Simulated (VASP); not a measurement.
Here is a VASP 6.6.1 calculation.

POSCAR

```
CdS
1.0
    4.4085296518      0.0000000000      0.0000000000
   -2.2042648259      3.8178986718      0.0000000000
    0.0000000000      0.0000000000      5.7481182114
Cd S
2 2
Direct
    0.3333333333      0.6666666667      0.2500000000
    0.6666666667      0.3333333333      0.7500000000
    0.6666666667      0.3333333333      0.2500000000
    0.3333333333      0.6666666667      0.7500000000
```

The input INCAR.step1:

```
ALGO = Normal
EDIFF = 1E-4
ENCUT = 520
GGA = PE
ISMEAR = -1
LASPH = T
LCHARG = F
LREAL = F
LWAVE = T
NBANDS = 26
NELM = 80
PREC = Accurate
SIGMA = 0.02
```

INCAR.step2

```
ALGO = Normal
EDIFF = 1E-7
ENCUT = 520
ISIF = 2
ISMEAR = -1
ISTART = 1
LASPH = T
LCHARG = F
LMIXTAU = T
LREAL = F
LWAVE = F
METAGGA = R2SCAN
NBANDS = 26
NELM = 80
PREC = Accurate
SIGMA = 0.02
```

The input KPOINTS:

```
k-points
0
Gamma
  6 6 4
```

Potentials or basis: VASP PAW PBE potentials, release 64 (Cd, S).

Run with:

```console
$ cat potpaw_PBE.64/Cd/POTCAR potpaw_PBE.64/S/POTCAR > POTCAR
$ cp INCAR.step1 INCAR
$ mpirun -np 1 vasp_std > vasp.out
$ cp INCAR.step2 INCAR
$ mpirun -np 1 vasp_std > vasp.out
```

(1) What does it give for the band gap on the k mesh?

(2) Predict the pressure.

Results:

(1) 1.46 eV (least direct gap 1.73 eV).

(2) 0.4 GPa.

Caveat: the PAW data sets were made with another functional, which shifts forces and pressure a little.
